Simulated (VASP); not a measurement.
A run of VASP 6.6.1:

INCAR

```
SYSTEM = BAs
PREC     = Accurate       ! precision mode
ENCUT    = 520            ! plane-wave cutoff, eV
EDIFF    = 1E-6           ! SCF threshold, eV
ISMEAR   = 0              ! smearing method
SIGMA    = 0.01           ! smearing width, eV
LREAL    = .False.        ! projectors in reciprocal space
LASPH    = .True.         ! aspherical terms in the spheres
NELM     = 80             ! most SCF steps
ALGO     = Normal         ! electronic algorithm
ISIF     = 2              ! what is computed and relaxed
LWAVE    = .False.        ! write WAVECAR
LCHARG   = .False.        ! write CHGCAR
GGA      = PE             ! functional
NBANDS   = 11             ! bands
```

File KPOINTS:

```
regular mesh
0
Gamma
  8 8 8
  0 0 0
```

POSCAR

```
BAs
1.0
    0.0000000000      2.3889000000      2.3889000000
    2.3889000000      0.0000000000      2.3889000000
    2.3889000000      2.3889000000      0.0000000000
B As
1 1
Direct
    0.0000000000      0.0000000000      0.0000000000
    0.2500000000      0.2500000000      0.2500000000
```

Potentials or basis: VASP PAW PBE potentials, release 64 (B, As).

Launch:

```sh
$ cat potpaw_PBE.64/B/POTCAR potpaw_PBE.64/As/POTCAR > POTCAR
$ mpirun -np 1 vasp_std > vasp.out
```

Hardware: 1 thread of Intel(R) Xeon(R) 6975P-C (Granite Rapids), on a shared host.

Question: How long does it take, and how much memory?

Answer: It took 5.9 s on 1 thread of Intel(R) Xeon(R) 6975P-C (Granite Rapids), on a shared host, peak memory 0.15 GiB. Counts: scf iterations 12, k points 29.
